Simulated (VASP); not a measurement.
# In2HSe2 in VASP: further runs

The runs below take In2HSe2 through single point, with PBE+D3(BJ).

Everything below comes from runs of VASP 6.6.1. Logs are shortened: lines on timing, memory, paths and dates and some standing lists are left out, and cuts for length are marked.

**1. The cell of the first run**

The cell holds a slab with vacuum, 5 atoms: a = 4.027 Å, b = 4.027 Å, c = 20.885 Å, α = 90.00°, β = 90.00°, γ = 120.00°.

**2. Single point, PBE+D3(BJ), collinear spin**

Contents of INCAR:

```
PREC = Accurate
ENCUT = 520
EDIFF = 1E-6
ISMEAR = 0
SIGMA = 0.05
LREAL = F
LASPH = T
NELM = 150
ALGO = Fast
ISIF = 2
LWAVE = F
LCHARG = F
ISPIN = 2
MAGMOM = 0 0 0 0 1
LORBIT = 11
LDIPOL = T
IDIPOL = 3
DIPOL = 0.5 0.5 0.357
GGA = PE
IVDW = 12
NBANDS = 32
```

Contents of KPOINTS:

```
Automatic mesh
0
Gamma
  9 9 1
```

Contents of POSCAR:

```
In2HSe2
1.0
    4.0266103726      0.0000000000      0.0000000000
   -2.0133051863      3.4871468738      0.0000000000
    0.0000000000      0.0000000000     20.8853553747
Se In H
2 2 1
Direct
    0.0000000000      0.0000000000      0.1915217591
    0.0000000000      0.0000000000      0.4493749427
    0.6666666667      0.3333333333      0.2535479421
    0.6666666667      0.3333333333      0.3873488619
    0.8888888889      0.2222222222      0.5045490093
```

Potentials or basis: VASP PAW PBE potentials, release 64 (Se, In_d, H).

Command:

```bash
$ cat potpaw_PBE.64/Se/POTCAR potpaw_PBE.64/In_d/POTCAR potpaw_PBE.64/H/POTCAR > POTCAR
$ mpirun -np 1 vasp_std > vasp.out
```

OUTCAR:

```text
PREC = Accurate
   ENCUT = 520
   EDIFF = 1E-6
   ISMEAR = 0
   LREAL = F
   LASPH = T
   NELM = 150
   ISIF = 2
   ISPIN = 2
   LORBIT = 11
   GGA = PE
   IVDW = 12
 IVDW          = 12

 ion  position               nearest neighbor table
   1  0.000  0.000  0.192-   3 2.66   3 2.66   3 2.66
   2  0.000  0.000  0.449-   5 1.65   4 2.66   4 2.66   4 2.66
   3  0.667  0.333  0.254-   1 2.66   1 2.66   1 2.66   4 2.79
   4  0.667  0.333  0.387-   2 2.66   2 2.66   2 2.66   3 2.79
   5  0.889  0.222  0.505-   2 1.65

  LATTYP: Found a hexagonal cell.
 ALAT       =     4.0266103726
 C/A-ratio  =     5.1868329543

  Lattice vectors:

 A1 = (   4.0266103726,   0.0000000000,   0.0000000000)
 A2 = (  -2.0133051863,   3.4871468738,   0.0000000000)
 A3 = (   0.0000000000,   0.0000000000,  20.8853553747)

Analysis of symmetry for initial positions (statically):
=====================================================================
 Subroutine PRICEL returns:
 Original cell was already a primitive cell.

 Routine SETGRP: Setting up the symmetry group for a
 hexagonal supercell.

 Subroutine GETGRP returns: Found  1 space group operations
 (whereof  1 operations were pure point group operations)
 out of a pool of 24 trial point group operations.

The static configuration has the point symmetry C_1 .

Analysis of symmetry for dynamics (positions and initial velocities):
=====================================================================
 Subroutine PRICEL returns:
 Original cell was already a primitive cell.

 Routine SETGRP: Setting up the symmetry group for a
 hexagonal supercell.

 Subroutine GETGRP returns: Found  1 space group operations
 (whereof  1 operations were pure point group operations)
 out of a pool of 24 trial point group operations.

The dynamic configuration has the point symmetry C_1 .

Analysis of structural, dynamic, and magnetic symmetry:
=====================================================================
 Subroutine PRICEL returns:
 Original cell was already a primitive cell.

 Routine SETGRP: Setting up the symmetry group for a
 hexagonal supercell.

 Subroutine GETGRP returns: Found  1 space group operations
 (whereof  1 operations were pure point group operations)
 out of a pool of 24 trial point group operations.

The overall configuration has the point symmetry C_1 .

 Subroutine INISYM returns: Found  1 space group operations
 (whereof  1 operations are pure point group operations),
 and found     1 'primitive' translations

----------------------------------------------------------------------------------------

                                     Primitive cell

  volume of cell :     293.2592

  direct lattice vectors                    reciprocal lattice vectors
     4.026610373  0.000000000  0.000000000     0.248347843  0.143383694  0.000000000
    -2.013305186  3.487146874  0.000000000     0.000000000  0.286767388  0.000000000
     0.000000000  0.000000000 20.885355375     0.000000000  0.000000000  0.047880440

  length of vectors
     4.026610373  4.026610373 20.885355375     0.286767388  0.286767388  0.047880440

  position of ions in fractional coordinates (direct lattice)
     0.000000000  0.000000000  0.191521759
     0.000000000  0.000000000  0.449374943
     0.666666667  0.333333333  0.253547942
     0.666666667  0.333333333  0.387348862
     0.888888889  0.222222222  0.504549009

  ion indices of the primitive-cell ions
   primitive index   ion index
                 1           1
                 2           2
                 3           3
                 4           4
                 5           5

----------------------------------------------------------------------------------------

 KPOINTS: Automatic mesh

Automatic generation of k-mesh.
 Grid dimensions read from file:
[... 44 lines left out ...]
  0.333333  0.111111  0.000000      2.000000
 -0.111111  0.444444  0.000000      2.000000
 [... further k-points ...]
   k-points           NKPTS =     41   k-points in BZ     NKDIM =     41   number of bands    NBANDS=     32
   number of dos      NEDOS =    301   number of ions     NIONS =      5
   total plane-waves  NPLWV = 144000
   dimension x,y,z NGX =    30 NGY =   30 NGZ =  160
   dimension x,y,z NGXF=    60 NGYF=   60 NGZF=  320
   ions per type =               2   2   1
   NGX,Y,Z   is equivalent  to a cutoff of  12.39, 12.39, 12.74 a.u.
   NGXF,Y,Z  is equivalent  to a cutoff of  24.77, 24.77, 25.47 a.u.
 SYSTEM =  unknown system
   PREC   = accura    normal or accurate (medium, high low for compatibility)
   ISTART =      0    job   : 0-new  1-cont  2-samecut
   ICHARG =      2    charge: 1-file 2-atom 10-const
   ISPIN  =      2    spin polarized calculation?
   LNONCOLLINEAR =      F non collinear calculations
   LSORBIT =      F    spin-orbit coupling
   LASPH  =      T    aspherical Exc in radial PAW
   ENCUT  =  520.0 eV  38.22 Ry    6.18 a.u.   7.49  7.49 38.83*2*pi/ulx,y,z
   NELM   =    150;   NELMIN=  2; NELMDL= -5     # of ELM steps
   EDIFF  = 0.1E-05   stopping-criterion for ELM
   LREAL  =      F    real-space projection
   EDIFFG = 0.1E-04   stopping-criterion for IOM
   NSW    =      0    number of steps for IOM
   IBRION =     -1    ionic relax: 0-MD 1-quasi-New 2-CG
   NFREE  =      0    steps in history (QN), initial steepest desc. (CG)
   ISIF   =      2    stress and relaxation
   ISYM   =      2    0-nonsym 1-usesym 2-fastsym
   POTIM  = 0.5000    time-step for ionic-motion
   TEBEG  =    0.0;   TEEND  =   0.0 temperature during run
   PSTRESS=    0.0 pullay stress
   NELECT =      39.0000    total number of electrons
   NUPDOWN=      -1.0000    fix difference up-down
   EMIN   =  10.00;   EMAX   =-10.00  energy-range for DOS
   EFERMI =   0.00;   METHOD = LEGACY
   ISMEAR =     0;   SIGMA  =   0.05  broadening in eV -4-tet -1-fermi 0-gaus
   EFERMI_NEDOS =   21; number of points for ismear=-14 and -15
   IALGO  =     68    algorithm
   IMIX   =      4    mixing-type and parameters
     AMIX     =   0.40;   BMIX     =  1.00
     AMIX_MAG =   1.60;   BMIX_MAG =  1.00
  volume/ion in A,a.u.               =      58.65       395.80
  Fermi-wavevector in a.u.,A,eV,Ry     =   0.835627  1.579106  9.500574  0.698272
  Thomas-Fermi vector in A             =   1.949217
   LORBIT       =     11    0 simple, 1 ext, 2 COOP (PROOUT), +10 PAW based schemes
   GGA     = PE    functional components
   LHFCALC =     F    Hartree Fock is set to
   AEXX    =    0.0000 exact exchange contribution
   IVDW    =    12    specifies the selected vdW correction
   LEPSILON=     F    determine dielectric tensor
   LRPA    =     F    only Hartree local field effects (RPA)
 spin polarized calculation
 RMM-DIIS sequential band-by-band and
 Gauss-broadening in eV      SIGMA  =   0.05
  energy-cutoff  :      520.00
  volume of cell :      293.26
 maximum number of plane-waves:      7939
 NGX is ok and might be reduce to    30
   NGX = 15   NGY = 15   NGZ = 77

 dipolmoment           0.000000      0.000000      0.000008 electrons x Angstroem

 number of electron      38.9999994 magnetization       0.3105722

 dipolmoment           0.000000      0.000000     -0.057317 electrons x Angstroem

 Free energy of the ion-electron system (eV)
  ---------------------------------------------------
  ext. energy  EPLUGINS =         0.00000000
  ---------------------------------------------------
  free energy    TOTEN  =       -15.57333073 eV

  energy without entropy =      -15.57038599  energy(sigma->0) =      -15.57185836

 E-fermi :  -0.4930     XC(G=0):  -4.1938

 val. band max:       -0.5061024569   @ k =   0.3333   0.2222   0.0000
 cond. band min:      -0.4927514742   @ k =  -0.1111   0.1111   0.0000
 fundamental gap:      0.0133509827
 Fermi energy:        -0.4929579250

 spin component 1

 k-point     1 :       0.0000    0.0000    0.0000
  band No.  band energies     occupation
      1     -16.0911      1.00000
      2     -15.9384      1.00000
      3     -15.9279      1.00000
      4     -15.8516      1.00000
      5     -15.8323      1.00000
      6     -15.6935      1.00000
[... 805 lines left out ...]
     30       6.0575      0.00000
     31       6.1993      0.00000

 [... further k-points ...]

 spin component 2

 k-point     1 :       0.0000    0.0000    0.0000
  band No.  band energies     occupation
      1     -16.0752      1.00000
      2     -15.9236      1.00000
      3     -15.9140      1.00000
      4     -15.8367      1.00000
      5     -15.8173      1.00000
      6     -15.6645      1.00000
[... 805 lines left out ...]
     30       6.1101      0.00000
     31       6.2335      0.00000

 [... further k-points ...]

 [bands above 31 left out]

------------------------ aborting loop because EDIFF is reached ----------------------------------------

 vacuum level on the upper side and lower side of the slab       (xc-potential included)        -0.360         0.361

 Edisp (eV)   -0.95020

 E8    (eV) :    -0.4472

  FORCE on cell =-STRESS in cart. coord.  units (eV):
  Direction    XX          YY          ZZ          XY          YZ          ZX
  --------------------------------------------------------------------------------------
  -------------------------------------------------------------------------------------
  Total       1.33533     1.83461     2.28180     0.01710     0.34614     0.53545
  in kB       7.29536    10.02312    12.46628     0.09344     1.89110     2.92532
  external pressure =        9.93 kB  Pullay stress =        0.00 kB

 VOLUME and BASIS-vectors are now :
 -----------------------------------------------------------------------------
  energy-cutoff  :      520.00
  volume of cell :      293.26
      direct lattice vectors                 reciprocal lattice vectors
     4.026610373  0.000000000  0.000000000     0.248347843  0.143383694  0.000000000
    -2.013305186  3.487146874  0.000000000     0.000000000  0.286767388  0.000000000
     0.000000000  0.000000000 20.885355375     0.000000000  0.000000000  0.047880440

 POSITION                                       TOTAL-FORCE (eV/Angst)
 -----------------------------------------------------------------------------------
      0.00000      0.00000      4.00000        -0.048277     -0.010268     -0.022191
      0.00000      0.00000      9.38536        -0.449696      0.368304      1.348037
      2.01331      1.16238      5.29544        -0.018896     -0.062011     -0.173656
      2.01331      1.16238      8.08992         0.162419     -0.154586     -1.150611
      3.13181      0.77492     10.53769         0.354450     -0.141439     -0.001580
 -----------------------------------------------------------------------------------
    total drift:                                0.000025     -0.000043      0.000409

  FREE ENERGIE OF THE ION-ELECTRON SYSTEM (eV)
  ---------------------------------------------------
  free  energy   TOTEN  =       -16.5235343817 eV

  energy  without entropy=      -16.5205896477  energy(sigma->0) =      -16.52206201

 vacuum level on the upper side and lower side of the slab         3.401         4.136

 total charge

# of ion       s       p       d       tot
------------------------------------------
    1        1.474   2.326   0.021   3.821
    2        1.488   2.314   0.055   3.856
    3        0.867   0.638   9.885  11.390
    4        0.925   0.621   9.880  11.426
    5        0.476   0.015   0.000   0.491
--------------------------------------------------
tot          5.229   5.913  19.842  30.984

 magnetization (x)

# of ion       s       p       d       tot
------------------------------------------
    1        0.001   0.023   0.000   0.024
    2        0.013  -0.000   0.007   0.020
    3        0.017   0.007   0.001   0.024
    4        0.015   0.027   0.002   0.044
    5        0.040  -0.000   0.000   0.040
--------------------------------------------------
tot          0.086   0.056   0.010   0.153
```

Run time: 47 min. Hardware: 1 thread of AMD EPYC 9755, shared host; peak memory 0.83 GiB.

What came out:

| Property | Result |
| --- | --- |
| Free energy | -16.5235 eV |
| Largest force | 1.468 eV/Å |
| Net moment | 0.31 μB per cell |
| Site moments | Se +0.02; In +0.02, +0.04; H +0.04 μB |
| Valence electrons inside the program's atomic spheres | Se 3.82, 3.86; In 11.39, 11.43; H 0.49 |
| Dispersion energy per atom | -0.190 eV |

Forces on the atoms (eV/Å):
```
Se  -0.048 -0.010 -0.022
Se  -0.450  0.368  1.348
In  -0.019 -0.062 -0.174
In   0.162 -0.155 -1.151
H    0.354 -0.141 -0.002
```

Levels at points of the mesh, in eV from the Fermi level:
Spin up:
```tsv
k point	band 17	band 18	band 19	band 20	band 21	band 22	band 23	band 24
(0.00, 0.00, 0.00)	-2.22	-1.80	-1.80	-0.54	1.05	2.41	3.25	3.40
```
Spin down:
```tsv
k point	band 17	band 18	band 19	band 20	band 21	band 22
(0.00, 0.00, 0.00)	-2.16	-1.78	-1.77	-0.45	1.09	2.58
```

Caveat: spin-orbit coupling is left out, which moves the levels of the heavy elements.

**3. Single point, PBE+D3(BJ), collinear spin**

Contents of INCAR:

```
PREC     = Accurate       # precision mode
ENCUT    = 520            # plane-wave cutoff, eV
EDIFF    = 1E-6           # SCF threshold, eV
ISMEAR   = 0              # smearing method
SIGMA    = 0.05           # smearing width, eV
LREAL    = False          # projectors in reciprocal space
LASPH    = True           # aspherical terms in the spheres
NELM     = 150            # most SCF steps
ALGO     = Normal         # electronic algorithm
ISIF     = 2              # what is computed and relaxed
LWAVE    = False          # write WAVECAR
LCHARG   = True           # write CHGCAR
ISPIN    = 2              # spin polarisation
MAGMOM   = 0 0 0 0 1      # initial moments
LORBIT   = 11             # projections on sites
LDIPOL   = True         
IDIPOL   = 3            
DIPOL    = 0.5 0.5 0.353
GGA      = PE             # functional
IVDW     = 12             # dispersion correction
LELF     = True           # ELF
LVHAR    = True         
LVACPOTAV= True         
NBANDS   = 32             # bands
```

KPOINTS is that of step 2.

POSCAR, as its differences from that of step 2:

```diff
@@ -12,2 +12,2 @@
     0.6666666667      0.3333333333      0.3873488619
-    0.8888888889      0.2222222222      0.5045490093
+    0.4444444444      0.1111111111      0.4818971127
```

Potentials or basis: VASP PAW PBE potentials, release 64 (Se, In_d, H).

Command:

```bash
$ cat potpaw_PBE.64/Se/POTCAR potpaw_PBE.64/In_d/POTCAR potpaw_PBE.64/H/POTCAR > POTCAR
$ mpirun -np 1 vasp_std > vasp.out
```

Wall time 19 min (1 thread of Oxide Virtual Turin-like, shared host); peak memory 0.84 GiB.

It converged, with:

- Free energy: -16.3914 eV
- Largest force: 0.974 eV/Å
- Net moment: 0.23 μB per cell
- Site moments: Se +0.02, +0.01; In +0.02, +0.03; H +0.03 μB
- Valence electrons inside the program's atomic spheres: Se 3.82, 3.84; In 11.39, 11.44; H 0.48
- Dispersion energy per atom: -0.192 eV

Forces in eV/Å, atoms in the order of the input:
```
Se   0.013  0.029 -0.019
Se  -0.063  0.250  0.939
In  -0.008  0.064 -0.106
In  -0.035  0.085 -0.820
H    0.093 -0.428  0.005
```

Levels at points of the mesh, in eV from the Fermi level:
Spin up:
| k point | band 17 | band 18 | band 19 | band 20 | band 21 | band 22 | band 23 | band 24 |
| --- | --- | --- | --- | --- | --- | --- | --- | --- |
| (0.00, 0.00, 0.00) | -2.18 | -2.01 | -2.01 | -1.17 | 0.57 | 2.53 | 3.27 | 3.37 |
Spin down:
```
           k point  band 15  band 16  band 17  band 18  band 19  band 20  band 21  band 22  band 23  band 24
(0.00, 0.00, 0.00)    -4.15    -2.56    -2.14    -2.00    -1.98    -1.11     0.60     2.60     3.31     3.40
```

Caveat: spin-orbit coupling is left out, which moves the levels of the heavy elements.
